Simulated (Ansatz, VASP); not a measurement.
**One calculation of Sb, two programs**

```
CELL_PARAMETERS angstrom
3.39131 0.00000 0.00000
-1.69566 2.93696 0.00000
0.00000 0.00000 5.36530
ATOMIC_POSITIONS crystal
Sb 0.33333 0.66667 0.25000
Sb 0.66667 0.33333 0.75000
```

Change from the starting cell: volume scaled by 1.02, crystal datasets.

Alike in both runs: task electric field gradients; functional LDA; k mesh 12 × 12 × 7; occupations fermi-dirac, width 0.03 eV; no spin polarisation.

|  | VASP | Ansatz |
| --- | --- | --- |
| version | VASP 6.6.1 | Ansatz 0.2.0 |
| potentials or method | VASP PAW LDA potentials, release 64 (Sb), cutoff 520 eV | all-electron PAW with datasets made for the crystal, scalar-relativistic |

```tsv
	VASP	Ansatz	Ansatz less VASP
pressure (GPa)	-2.5	-2.6	-0.07
traceless stress, the component that is largest in VASP (GPa)	-0.99	-0.98	+0.009
size of Vzz on the site where it differs most (V/Å²)	24.6	26.6	+1.99
```

LDA's correlation is that of Perdew and Zunger in VASP and of Perdew and Wang (1992) in Ansatz. Ansatz ran all-electron here, and VASP with PAW potentials.

Spin-orbit coupling is off throughout.
